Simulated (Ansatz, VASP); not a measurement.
B: VASP beside Ansatz

File INCAR:

```
SYSTEM = B
PREC = Accurate
ENCUT = 500
EDIFF = 1E-6
ISMEAR = 0
SIGMA = 0.1
LREAL = .FALSE.
LASPH = .TRUE.
NELM = 120
ALGO = Normal
ISIF = 2
LWAVE = .FALSE.
LCHARG = .FALSE.
GGA = PS
NBANDS = 8
GGA_COMPAT = .FALSE.
```

The input KPOINTS:

```
Automatic mesh
0
G
  20 20 20
  0 0 0
```

File POSCAR:

```
B
1.0
    0.0000000000      1.7927293529      1.7927293529
    1.7927293529      0.0000000000      1.7927293529
    1.7927293529      1.7927293529      0.0000000000
B
1
Direct
    0.0000000000      0.0000000000      0.0000000000
```

Input for Ansatz:

```yaml
crystal:
  lattice:
    - [0.0, 1.7927293529, 1.7927293529]
    - [1.7927293529, 0.0, 1.7927293529]
    - [1.7927293529, 1.7927293529, 0.0]
  atoms:
    - { symbol: B, position: [0.0, 0.0, 0.0] }
basis:
  ecutwfc: 420
kpoints:
  mp_grid: { grid: [20, 20, 20] }
hamiltonian:
  xc: pbesol
scf:
  occupations: { method: gaussian, width: 0.1 }
output:
  forces: true
  stress: true
  eigenvalues: true
```

Alike in both runs: task single point; functional PBEsol; k mesh 20 × 20 × 20; occupations gaussian, width 0.1 eV; no spin polarisation.

|  | VASP | Ansatz |
| --- | --- | --- |
| version | VASP 6.6.1 | Ansatz 0.2.0 |
| potentials or method | VASP PAW PBE potentials, release 64 (B), cutoff 500 eV | scalar-relativistic, plane waves, PAW |
| valence electrons in the cell | 3 | 3 |

```tsv
	VASP	Ansatz	Ansatz less VASP
gap on the k mesh at the Fermi level (eV)	none	none	-
pressure (GPa)	-41.2	-41.2	+0.02
```

VASP's potentials were made for PBE, not for PBEsol. A gap of «none» marks a metal or a gap that the smearing closes. Both programs put the cell under strong tension, so it lies far from rest at this level. The functional is the same, so the differences come from potentials, cutoffs and numerics.

Noted on VASP's run: the cell as given lies far from equilibrium.
